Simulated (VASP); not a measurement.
# C (P-1) in VASP: further runs

Runs on C. Level: LDA. Tasks: single point.

Everything below comes from runs of VASP 6.6.1. Logs are shortened: lines on timing, memory, paths and dates and some standing lists are left out, and cuts for length are marked.

## (1) The cell of the first run

The typed cell holds 6 atoms: a = 2.445 Å, b = 2.445 Å, c = 10.194 Å, α = 78.49°, β = 84.26°, γ = 60.00°.

## (2) Single point, LDA (the part above a cut slid along it)

The input, INCAR:

```
ALGO     = Normal         # electronic algorithm
EDIFF    = 1E-6           # SCF threshold, eV
ENCUT    = 520            # plane-wave cutoff, eV
GGA      = CA             # functional
ISIF     = 2              # what is computed and relaxed
ISMEAR   = 0              # smearing method
LASPH    = T              # aspherical terms in the spheres
LCHARG   = F              # write CHGCAR
LREAL    = F              # projectors in reciprocal space
LWAVE    = F              # write WAVECAR
NBANDS   = 21             # bands
NELM     = 100            # most SCF steps
PREC     = Accurate       # precision mode
SIGMA    = 0.05           # smearing width, eV
```

The input, KPOINTS:

```
k-points
0
Gamma
  12 12 3
```

The input, POSCAR:

```
C
1.0
    0.0000000000      2.4448680940      0.0000000000
   -2.1172982845      1.2224340470      0.0115975242
   -1.7048259440      1.0186950392      9.9983753332
C
6
Direct
    0.4999997487     -0.1389438814      0.1667332609
    0.8333330820     -0.3611661037      0.8333999276
    0.1666664153      0.2499450074      0.5000665943
    0.5000002513      0.5833605481      0.4999667391
    0.8333335847      0.1944716592      0.1666334057
    0.1666669180     -0.0277505630      0.8333000724
```

Potentials or basis: VASP PAW LDA potentials, release 64 (C).

Launch:

```sh
$ cat potpaw_LDA.64/C/POTCAR > POTCAR
$ mpirun -np 1 vasp_std > vasp.out
```

OUTCAR:

```text
EDIFF = 1E-6
   ENCUT = 520
   GGA = CA
   ISIF = 2
   ISMEAR = 0
   LASPH = T
   LREAL = F
   NELM = 100
   PREC = Accurate

 ion  position               nearest neighbor table
   1  0.500  0.861  0.167-   5 1.41   5 1.41   5 1.41
   2  0.833  0.639  0.833-   6 1.41   6 1.41   6 1.41
   3  0.167  0.250  0.500-   4 1.41   4 1.41   4 1.41
   4  0.500  0.583  0.500-   3 1.41   3 1.41   3 1.41
   5  0.833  0.194  0.167-   1 1.41   1 1.41   1 1.41
   6  0.167  0.972  0.833-   2 1.41   2 1.41   2 1.41

  LATTYP: Found a triclinic cell.
 ALAT       =     2.4448680940
 B/A-ratio  =     1.7320532962
 C/A-ratio  =     4.9709797327
 COS(alpha) =     0.0001977643
 COS(beta)  =     0.2849874155
 COS(gamma) =     0.8660241595

  Lattice vectors:

 A1 = (   0.0000000000,  -2.4448680940,   0.0000000000)
 A2 = (  -2.1172982845,  -3.6673021410,   0.0115975242)
 A3 = (   5.9394225130,  -3.4635631332, -10.0215703816)

Analysis of symmetry for initial positions (statically):
=====================================================================
 Subroutine PRICEL returns:
 Original cell was already a primitive cell.

 Routine SETGRP: Setting up the symmetry group for a
 triclinic supercell.

 Subroutine GETGRP returns: Found  2 space group operations
 (whereof  1 operations were pure point group operations)
 out of a pool of  2 trial point group operations.

The static configuration has the point symmetry C_1 .
 The point group associated with its full space group is S_2 .

Analysis of symmetry for dynamics (positions and initial velocities):
=====================================================================
 Subroutine PRICEL returns:
 Original cell was already a primitive cell.

 Routine SETGRP: Setting up the symmetry group for a
 triclinic supercell.

 Subroutine GETGRP returns: Found  2 space group operations
 (whereof  1 operations were pure point group operations)
 out of a pool of  2 trial point group operations.

The dynamic configuration has the point symmetry C_1 .
 The point group associated with its full space group is S_2 .

 Subroutine INISYM returns: Found  2 space group operations
 (whereof  1 operations are pure point group operations),
 and found     1 'primitive' translations

----------------------------------------------------------------------------------------

                                     Primitive cell

  volume of cell :      51.7084

  direct lattice vectors                    reciprocal lattice vectors
     0.000000000  2.444868094  0.000000000     0.236142288  0.409020021 -0.001408746
    -2.117298284  1.222434047  0.011597524    -0.472741537  0.000000000 -0.080607300
    -1.704825944  1.018695039  9.998375333     0.000548352  0.000000000  0.100109749

  length of vectors
     2.444868094  2.444878632 10.193707882     0.472294974  0.479564487  0.100111251

  position of ions in fractional coordinates (direct lattice)
     0.499999749  0.861056119  0.166733261
     0.833333082  0.638833896  0.833399928
     0.166666415  0.249945007  0.500066594
     0.500000251  0.583360548  0.499966739
     0.833333585  0.194471659  0.166633406
     0.166666918  0.972249437  0.833300072

  ion indices of the primitive-cell ions
   primitive index   ion index
                 1           1
                 2           2
                 3           3
                 4           4
                 5           5
                 6           6

----------------------------------------------------------------------------------------

 KPOINTS: k-points

Automatic generation of k-mesh.
 Grid dimensions read from file:
 generate k-points for:   12   12    3

 Generating k-lattice:

  Cartesian coordinates                     Fractional coordinates (reciprocal lattice)
     0.019678524  0.034085002 -0.000117395     0.083333333 -0.000000000  0.000000000
    -0.039395128  0.000000000 -0.006717275     0.000000000  0.083333333 -0.000000000
     0.000182784  0.000000000  0.033369916     0.000000000  0.000000000  0.333333333

  Length of vectors
     0.039357915  0.039963707  0.033370417

  Shift w.r.t. Gamma in fractional coordinates (k-lattice)
     0.000000000  0.000000000  0.000000000

 Subroutine IBZKPT returns following result:
 ===========================================

 Found    218 irreducible k-points:

 Following reciprocal coordinates:
            Coordinates               Weight
  0.000000  0.000000  0.000000      1.000000
  0.083333 -0.000000  0.000000      2.000000
  0.166667 -0.000000  0.000000      2.000000
  0.250000 -0.000000  0.000000      2.000000
  0.333333 -0.000000  0.000000      2.000000
  0.416667 -0.000000  0.000000      2.000000
[... 16 lines left out ...]
  0.250000  0.166667  0.000000      2.000000
  0.333333  0.166667  0.000000      2.000000
 [... further k-points ...]
   k-points           NKPTS =    218   k-points in BZ     NKDIM =    218   number of bands    NBANDS=     21
[... 32 lines left out ...]
   ISMEAR =     0;   SIGMA  =   0.05  broadening in eV -4-tet -1-fermi 0-gaus
   EFERMI_NEDOS =   21; number of points for ismear=-14 and -15
   IALGO  =     38    algorithm
   IMIX   =      4    mixing-type and parameters
     AMIX     =   0.40;   BMIX     =  1.00
     AMIX_MAG =   1.60;   BMIX_MAG =  1.00
  volume/ion in A,a.u.               =       8.62        58.16
  Fermi-wavevector in a.u.,A,eV,Ry     =   1.267530  2.395284 21.859556  1.606632
  Thomas-Fermi vector in A             =   2.400673
   LORBIT       =      0    0 simple, 1 ext, 2 COOP (PROOUT), +10 PAW based schemes
   GGA     = CA    functional components
   LHFCALC =     F    Hartree Fock is set to
   AEXX    =    0.0000 exact exchange contribution
   IVDW    =     0    specifies the selected vdW correction
   LEPSILON=     F    determine dielectric tensor
   LRPA    =     F    only Hartree local field effects (RPA)
 non-spin polarized calculation
 Gauss-broadening in eV      SIGMA  =   0.05
  energy-cutoff  :      520.00
  volume of cell :       51.71
 maximum number of plane-waves:      1420
   NGX =  9   NGY =  9   NGZ = 37

 number of electron      24.0000000 magnetization

 Free energy of the ion-electron system (eV)
  ---------------------------------------------------
  ext. energy  EPLUGINS =         0.00000000
  ---------------------------------------------------
  free energy    TOTEN  =       -60.66612495 eV

  energy without entropy =      -60.66612495  energy(sigma->0) =      -60.66612495

 E-fermi :   4.7263     XC(G=0): -10.8530

 val. band max:        4.5257392818   @ k =  -0.3333   0.3333   0.3333
 cond. band min:       4.9962372286   @ k =  -0.3333   0.3333   0.3333
 fundamental gap:      0.4704979467
 Fermi energy:         4.7262955964

 k-point     1 :       0.0000    0.0000    0.0000
  band No.  band energies     occupation
      1     -14.8661      2.00000
      2     -14.6186      2.00000
      3     -14.6185      2.00000
      4      -3.5559      2.00000
      5      -3.5547      2.00000
      6      -1.8899      2.00000
[... 13 lines left out ...]
     20      13.2558      0.00000
     21      13.2708      0.00000

 k-point     2 :       0.0833   -0.0000    0.0000
  band No.  band energies     occupation
      1     -14.6988      2.00000
      2     -14.4538      2.00000
      3     -14.4537      2.00000
      4      -3.3527      2.00000
      5      -3.3514      2.00000
      6      -1.6977      2.00000
[... 13 lines left out ...]
     20      13.9412      0.00000
     21      13.9693      0.00000

 k-point     3 :       0.1667   -0.0000    0.0000
  band No.  band energies     occupation
      1     -14.1987      2.00000
      2     -13.9613      2.00000
      3     -13.9610      2.00000
      4      -2.7481      2.00000
      5      -2.7457      2.00000
      6      -1.1281      2.00000
[... 13 lines left out ...]
     20      14.3491      0.00000
     21      14.5346      0.00000
[... 457 lines left out ...]
 k-point    23 :       0.2500    0.1667    0.0000
  band No.  band energies     occupation
      1     -13.6954      2.00000
      2     -13.5143      2.00000
      3     -13.4343      2.00000
      4      -2.3513      2.00000
      5      -1.9014      2.00000
      6      -1.6042      2.00000
[... 13 lines left out ...]
     20      13.9421      0.00000
     21      14.9553      0.00000

 k-point    24 :       0.3333    0.1667    0.0000
  band No.  band energies     occupation
      1     -12.8744      2.00000
      2     -12.7028      2.00000
      3     -12.6272      2.00000
      4      -2.8999      2.00000
      5      -2.8799      2.00000
      6      -2.8586      2.00000
[... 13 lines left out ...]
     20      15.0644      0.00000
     21      15.5741      0.00000

 [... further k-points ...]

------------------------ aborting loop because EDIFF is reached ----------------------------------------

  FORCE on cell =-STRESS in cart. coord.  units (eV):
  Direction    XX          YY          ZZ          XY          YZ          ZX
  --------------------------------------------------------------------------------------
  -------------------------------------------------------------------------------------
  Total        0.4520724      0.4209187     -0.0813029      0.0140952      0.0096510     -0.0696519
  in kB       14.0073989     13.0421059     -2.5191589      0.4367379      0.2990355     -2.1581551
  external PRESSURE =       8.1767820 kB  Pullay stress =       0.0000000 kB

 VOLUME and BASIS-vectors are now :
 -----------------------------------------------------------------------------
  energy-cutoff  :      520.00
  volume of cell :       51.71
      direct lattice vectors                 reciprocal lattice vectors
     0.000000000  2.444868094  0.000000000     0.236142288  0.409020021 -0.001408746
    -2.117298284  1.222434047  0.011597524    -0.472741537  0.000000000 -0.080607300
    -1.704825944  1.018695039  9.998375333     0.000548352  0.000000000  0.100109749

 POSITION                                       TOTAL-FORCE (eV/Angst)
 -----------------------------------------------------------------------------------
     -2.10736      2.44487      1.67705        -0.006051     -0.000230      0.014699
     -2.77340      3.66730      8.34005         0.008735     -0.001123      0.004936
     -1.38173      1.22243      5.00275         0.002340     -0.000817      0.013070
     -2.08750      2.44487      5.00562        -0.002340      0.000817     -0.013070
     -0.69584      2.44487      1.66832        -0.008735      0.001123     -0.004936
     -3.47917      2.44487      8.34292         0.006051      0.000230     -0.014699
 -----------------------------------------------------------------------------------
    total drift:                                0.000000     -0.000000     -0.000001

  FREE ENERGIE OF THE ION-ELECTRON SYSTEM (eV)
  ---------------------------------------------------
  free  energy   TOTEN  =       -60.6661249519 eV

  energy  without entropy=      -60.6661249519  energy(sigma->0) =      -60.66612495
```

It took 4.3 min on 1 thread of Intel Xeon 8259CL, shared host; peak memory 0.26 GiB.

What came out:

| Item | Value |
| --- | --- |
| Free energy | -60.6661 eV |
| Pressure | 0.8 GPa |
| Largest force | 0.016 eV/Å |

Forces in eV/Å, atoms in the order of the input:
```
C   -0.006  0.000  0.015
C    0.009 -0.001  0.005
C    0.002 -0.001  0.013
C   -0.002  0.001 -0.013
C   -0.009  0.001 -0.005
C    0.006  0.000 -0.015
```

Caveat: the cell differs from its parent crystal (the part above a cut slid along it).

## (3) Single point, LDA (the part above a cut slid along it)

The input, INCAR:

```
ALGO     = Normal         # electronic algorithm
EDIFF    = 1E-7           # SCF threshold, eV
ENCUT    = 520            # plane-wave cutoff, eV
GGA      = CA             # functional
ISIF     = 2              # what is computed and relaxed
ISMEAR   = 0              # smearing method
LASPH    = True           # aspherical terms in the spheres
LCHARG   = True           # write CHGCAR
LELF     = True           # ELF
LREAL    = False          # projectors in reciprocal space
LVHAR    = True         
LWAVE    = False          # write WAVECAR
NBANDS   = 21             # bands
NELM     = 60             # most SCF steps
PREC     = Accurate       # precision mode
SIGMA    = 0.05           # smearing width, eV
```

KPOINTS is that of step 2.

The input, POSCAR:

```
C
1.0
    0.0000000000      2.4448680940      0.0000000000
   -2.1172982845      1.2224340470      0.0115975242
    0.0595892931      0.4074780157      9.9887107297
C
6
Direct
    0.4722108718      0.0000005027      0.1667332609
    0.6944330941      0.3333338360      0.8333999276
    0.0833219830      0.6666671693      0.5000665943
    0.4166724615      0.9999994973      0.4999667391
    0.8055613504      0.3333328307      0.1666334057
    0.0277835726      0.6666661640      0.8333000724
```

Potentials or basis: VASP PAW LDA potentials, release 64 (C).

Launch:

```sh
$ cat potpaw_LDA.64/C/POTCAR > POTCAR
$ mpirun -np 1 vasp_std > vasp.out
```

Wall time 4.9 min (1 thread of Intel Xeon 8259CL, shared host); peak memory 0.26 GiB.

The run converged. Its results:

| Property | Result |
| --- | --- |
| Free energy | -60.6661 eV |
| Pressure | 0.8 GPa |
| Largest force | 0.016 eV/Å |

Forces in eV/Å, atoms in the order of the input:
```
C    0.004 -0.005  0.015
C   -0.003  0.008  0.005
C    0.000  0.002  0.013
C    0.000 -0.002 -0.013
C    0.003 -0.008 -0.005
C   -0.004  0.005 -0.015
```

Stress tensor (GPa, compression positive):
```
 1.37 -0.07  0.06
-0.07  1.35 -0.19
 0.06 -0.19 -0.25
```

Caveat: the cell differs from its parent crystal (the part above a cut slid along it).

## (4) Single point, LDA (the part above a cut slid along it)

The input, INCAR:

```
PREC     = Accurate       # precision mode
ENCUT    = 520            # plane-wave cutoff, eV
EDIFF    = 1E-7           # SCF threshold, eV
ISMEAR   = 0              # smearing method
SIGMA    = 0.05           # smearing width, eV
LREAL    = False          # projectors in reciprocal space
LASPH    = True           # aspherical terms in the spheres
NELM     = 80             # most SCF steps
ALGO     = Normal         # electronic algorithm
ISIF     = 2              # what is computed and relaxed
LWAVE    = False          # write WAVECAR
LCHARG   = False          # write CHGCAR
GGA      = CA             # functional
NBANDS   = 21             # bands
```

The input, KPOINTS:

```
Automatic mesh
0
Gamma
  12 12 3
```

The input, POSCAR:

```
C
1.0
    0.0000000000      2.4448680940      0.0000000000
   -2.1172982845      1.2224340470      0.0115975242
   -0.6461768017      0.8149560313      9.9925765711
C
6
Direct
    0.4722108718     -0.0555772510      0.1667332609
    0.6944330941      0.0555338601      0.8333999276
    0.0833219830      0.4999783046      0.5000665943
    0.4166724615      0.8333439176      0.4999667391
    0.8055613504      0.2777883621      0.1666334057
    0.0277835726      0.3888994732      0.8333000724
```

Launch:

```sh
$ cat potpaw_LDA.64/C/POTCAR > POTCAR
$ mpirun -np 1 vasp_std > vasp.out
```

Wall time 4.4 min (1 thread of Intel Xeon 8259CL, shared host); peak memory 0.26 GiB.

It converged, with:

```
Free energy   : -60.6468 eV
Pressure      : 1.0 GPa
Largest force : 0.038 eV/Å
```

Forces in eV/Å, atoms in the order of the input:
```
C    0.000 -0.012  0.031
C   -0.002  0.014 -0.035
C    0.001  0.006  0.009
C   -0.001 -0.006 -0.009
C    0.002 -0.014  0.035
C    0.000  0.012 -0.031
```

Stress tensor (GPa, compression positive):
```
 1.19 -0.01  0.03
-0.01  1.27 -0.37
 0.03 -0.37  0.40
```

Caveat: the cell differs from its parent crystal (the part above a cut slid along it).

## (5) Single point, LDA (the part above a cut slid along it)

The input, INCAR:

```
ALGO     = Normal         # electronic algorithm
EDIFF    = 1E-7           # SCF threshold, eV
ENCUT    = 520            # plane-wave cutoff, eV
ISIF     = 2              # what is computed and relaxed
ISMEAR   = 0              # smearing method
LASPH    = True           # aspherical terms in the spheres
LCHARG   = False          # write CHGCAR
LREAL    = False          # projectors in reciprocal space
LWAVE    = False          # write WAVECAR
NBANDS   = 21             # bands
NELM     = 60             # most SCF steps
PREC     = Accurate       # precision mode
SIGMA    = 0.05           # smearing width, eV
```

The input, KPOINTS:

```
k-points
0
Gamma
  12 12 3
```

The input, POSCAR:

```
C
1.0
    0.0000000000      2.4448680940      0.0000000000
   -2.1172982845      1.2224340470      0.0115975242
   -0.2932937543      1.0186950392      9.9906436504
C
6
Direct
    0.4444219950     -0.0277883742      0.1667332609
    0.5555331061      0.1944338481      0.8333999276
   -0.0000224494      0.5833227370      0.5000665943
    0.3333446716      0.9166717075      0.4999667391
    0.7777891161      0.3055605964      0.1666334057
   -0.1110997728      0.5277828186      0.8333000724
```

Launch:

```sh
$ cat potpaw_LDA.64/C/POTCAR > POTCAR
$ mpirun -np 1 vasp_std > vasp.out
```

It took 3.8 min on 1 thread of Intel Xeon 8259CL, shared host; peak memory 0.26 GiB.

The run converged. Its results:

```
Free energy   : -60.6468 eV
Pressure      : 1.0 GPa
Largest force : 0.038 eV/Å
```

Forces in eV/Å, atoms in the order of the input:
```
C    0.011 -0.005  0.031
C   -0.011  0.008 -0.035
C   -0.005  0.002  0.009
C    0.005 -0.002 -0.009
C    0.011 -0.008  0.035
C   -0.011  0.005 -0.031
```

Stress tensor (GPa, compression positive):
```
 1.24 -0.04  0.30
-0.04  1.22 -0.21
 0.30 -0.21  0.40
```

Caveat: the cell differs from its parent crystal (the part above a cut slid along it).

## (6) Single point, LDA (the part above a cut slid along it)

The input, INCAR:

```
  PREC = Accurate
  ENCUT = 520
  EDIFF = 1E-7
  ISMEAR = 0
  SIGMA = 0.05
  LREAL = False
  LASPH = True
  NELM = 100
  ALGO = Normal
  ISIF = 2
  LWAVE = False
  LCHARG = False
  NBANDS = 21
```

The input, KPOINTS:

```
regular mesh
0
Gamma
  12 12 3
```

The input, POSCAR:

```
C
1.0
    0.0000000000      2.4448680940      0.0000000000
   -2.1172982845      1.2224340470      0.0115975242
   -0.9990598491      1.4261730548      9.9945094918
C
6
Direct
    0.4444219950     -0.0833661278      0.1667332609
    0.5555331061     -0.0833661278      0.8333999276
   -0.0000224494      0.4166338722      0.5000665943
    0.3333446716      0.7500161278      0.4999667391
    0.7777891161      0.2500161278      0.1666334057
   -0.1110997728      0.2500161278      0.8333000724
```

Potentials or basis: VASP PAW LDA potentials, release 64 (C).

Launch:

```sh
$ cat potpaw_LDA.64/C/POTCAR > POTCAR
$ mpirun -np 1 vasp_std > vasp.out
```

It took 4 min on 1 thread of Intel Xeon 8259CL, shared host; peak memory 0.26 GiB.

Results (log left out):

```
Free energy   : -60.6467 eV
Pressure      : 1.0 GPa
Largest force : 0.038 eV/Å
```

Forces on the atoms (eV/Å):
```
C   -0.010  0.006  0.031
C    0.012 -0.005 -0.036
C    0.005 -0.004  0.009
C   -0.005  0.004 -0.009
C   -0.012  0.005  0.036
C    0.010 -0.006 -0.031
```

Stress tensor (GPa, compression positive):
```
 1.25 -0.03 -0.34
-0.03  1.21  0.15
-0.34  0.15  0.40
```

Caveat: the cell differs from its parent crystal (the part above a cut slid along it).

## (7) Overview

```csv
cell,pressure (GPa),largest force (eV/Å)
"a = 2.445, b = 2.445, c = 10.194 Å, angles 78.5, 84.3, 60.0°, 6 atoms",0.8,0.02
"a = 2.445, b = 2.445, c = 9.997 Å, angles 88.9, 87.7, 60.0°, 6 atoms",0.8,0.02
"a = 2.445, b = 2.445, c = 10.047 Å, angles 84.2, 85.3, 60.0°, 6 atoms",1.0,0.04
"a = 2.445, b = 2.445, c = 10.047 Å, angles 85.4, 84.2, 60.0°, 6 atoms",1.0,0.04
"a = 2.445, b = 2.445, c = 10.145 Å, angles 80.8, 81.9, 60.0°, 6 atoms",1.0,0.04
```

Alike in all rows: task single point; level LDA; potentials or basis VASP PAW LDA potentials, release 64 (C); no spin polarisation; k mesh 12 × 12 × 3; cutoff (eV) 520; smearing gaussian 0.05 eV.

Absolute energies hang on the potentials; compare differences alone.
